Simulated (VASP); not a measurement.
Here is a VASP 6.6.1 calculation.

File INCAR:

```
PREC = Accurate ; ENCUT = 520
EDIFF = 1E-6 ; ISMEAR = -1
SIGMA = 0.02 ; LREAL = F
LASPH = T ; NELM = 60
ALGO = Normal ; ISIF = 2
LWAVE = F ; LCHARG = F
GGA = PS ; NBANDS = 17
```

File KPOINTS:

```
Automatic mesh
0
Gamma
  7 7 7
```

POSCAR

```
PbSe
1.0
    0.0000000000      3.0621500000      3.0009070000
    3.0621500000      0.0000000000      3.0009070000
    3.0621500000      3.0621500000      0.0000000000
Pb Se
1 1
Direct
    0.0000000000      0.0000000000      0.0000000000
    0.5000000000      0.5000000000      0.5000000000
```

Potentials or basis: VASP PAW PBE potentials, release 64 (Pb_d, Se).

Run with:

```bash
$ cat potpaw_PBE.64/Pb_d/POTCAR potpaw_PBE.64/Se/POTCAR > POTCAR
$ mpirun -np 1 vasp_std > vasp.out
```

Estimate the pressure.

0.5 GPa.

Estimate the band gap on the k mesh.

0.80 eV, direct.

Stress tensor (GPa, compression positive):
```
-0.42  0.00  0.00
 0.00 -0.42  0.00
 0.00  0.00  2.35
```

Caveat: the cell differs from its parent crystal (zz strain of -2 %); the PAW data sets were made with another functional, which shifts forces and pressure a little; spin-orbit coupling is left out, which moves the levels of the heavy elements. A k mesh can miss the band edges.
